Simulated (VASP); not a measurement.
## Al: single point with PBE

Al:

```
Al
1.0
    -1.95607    1.61123    1.61123
     1.61123   -1.95607    1.61123
     1.61123    1.61123   -1.95607
Al
1
Direct
  0.00000 0.00000 0.00000
```

This cell differs from its parent crystal: ratio of the length along [111] to the lengths across it x 0.71, volume and fractional coordinates fixed.

* Program: VASP 6.6.1
* Task: single point
* Functional: PBE
* Potentials or basis: VASP PAW PBE potentials, release 64 (Al)
* Cutoff: 520 eV
* k mesh: 24 × 24 × 24
* Occupations: gaussian, width 0.15 eV
* Spin: no spin polarisation

| Quantity | Value |
| --- | --- |
| Pressure | 24.9 GPa |

Stress tensor (GPa, compression positive):
```
24.91 27.91 27.91
27.91 24.91 27.91
27.91 27.91 24.91
```

Levels at points of the mesh, in eV from the Fermi level:
```
           k point  band 1  band 2  band 3  band 4  band 5
(0.00, 0.00, 0.00)  -11.23    9.27    9.27    9.98   10.46
(0.50, 0.00, 0.00)   -2.94   -0.95    7.45    8.35    9.89
(0.50, 0.50, 0.00)   -5.91   -5.18    4.82    5.80   17.71
(0.50, 0.50, 0.50)    0.41    3.67    3.67    4.01    4.01
```

It took 4.7 min on 1 thread of AMD EPYC 7R13, with other jobs on the host, peak memory 0.23 GiB.
